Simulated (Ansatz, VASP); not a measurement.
**SnO2: VASP beside Ansatz**

```
Sn O
1.0
     4.82719    0.00000    0.00000
     0.00000    4.82719    0.00000
     0.00000    0.00000    3.23815
Sn O
2 4
Direct
  0.50000 0.50000 0.50000
  0.00000 0.00000 0.00000
  0.19342 0.80658 0.50000
  0.80658 0.19342 0.50000
  0.30658 0.30658 0.00000
  0.69342 0.69342 0.00000
```

Alike in both runs: functional PBE; k mesh 6 × 6 × 8; occupations gaussian, width 0.02 eV; no spin polarisation.

Ansatz relaxed the structure, and its values are those at the end. VASP's run is a single point on that final structure, the one shown.

|  | VASP | Ansatz |
| --- | --- | --- |
| version | VASP 6.6.1 | Ansatz 0.2.0 |
| potentials or method | VASP PAW PBE potentials, release 64 (Sn_d, O), cutoff 600 eV | scalar-relativistic, plane waves, PAW |
| valence electrons in the cell | 52 | 52 |

Ansatz gave:

* gap on the k mesh at the Fermi level (eV): 0.68
* least direct gap on the mesh (eV): 0.68
* pressure (GPa): 0.0
* rms of the force components (eV/Å): 0.000

Estimate VASP's values.

gap on the k mesh at the Fermi level (eV): 0.67; least direct gap on the mesh (eV): 0.67; pressure (GPa): 0.4; rms of the force components (eV/Å): 0.008.

With one functional, cell and mesh, what is left measures potentials, basis and numerics.
